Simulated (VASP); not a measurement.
**Na4AlO: single point with PBE**

Crystal: Na4AlO.

```xyz
12
Lattice="6.5847 0.0000 0.0000 0.0000 6.5847 0.0000 0.0000 0.0000 5.9832" Properties=species:S:1:pos:R:3 pbc="T T T"
Na    5.0053    2.4642    0.0000
Na    1.5794    4.1204    0.0000
Na    2.4642    1.5794    0.0000
Na    1.5794    2.4642    2.9916
Na    5.0053    4.1204    2.9916
Na    4.1204    5.0053    0.0000
Na    4.1204    1.5794    2.9916
Na    2.4642    5.0053    2.9916
Al    0.0000    0.0000    4.4874
Al    0.0000    0.0000    1.4958
O     3.2923    3.2923    4.4874
O     3.2923    3.2923    1.4958
```

```
Program                : VASP 6.6.1
Task                   : single point
Functional             : PBE
Potentials or basis    : VASP PAW PBE potentials, release 64 (Na_pv, Al, O)
Cutoff                 : 520 eV
k mesh                 : 3 × 3 × 3
Occupations            : gaussian, width 0.2 eV
Spin                   : no spin polarisation
Dipole correction      : no
Further INCAR settings : ALGO = Normal; EDIFF = 1e-06; NBANDS = 49
```

* Pressure: 0.0 GPa
* Largest force: 0.055 eV/Å
* Band gap on the k mesh: zero (bands 37 and 38 overlap by 0.59 eV)

Forces in eV/Å, atoms in the order of the input:
```
Na  -0.047  0.029  0.000
Na   0.047 -0.029  0.000
Na   0.029  0.047  0.000
Na   0.047  0.029  0.000
Na  -0.047 -0.029  0.000
Na  -0.029 -0.047  0.000
Na  -0.029  0.047  0.000
Na   0.029 -0.047  0.000
Al   0.000  0.000  0.000
Al   0.000  0.000  0.000
O    0.000  0.000  0.000
O    0.000  0.000  0.000
```

Stress tensor (GPa, compression positive):
```
 0.09  0.00  0.00
 0.00  0.09  0.00
 0.00  0.00 -0.11
```

Levels at points of the mesh, in eV from the Fermi level:
```csv
k point,band 34,band 35,band 36,band 37,band 38,band 39,band 40,band 41
"(0.00, 0.00, 0.00)",-1.55,-0.86,-0.86,-0.34,-0.24,0.01,2.03,2.03
```

It took 51 s on 1 thread of Intel(R) Xeon(R) 6975P-C (Granite Rapids) (shared host), peak memory 0.34 GiB.
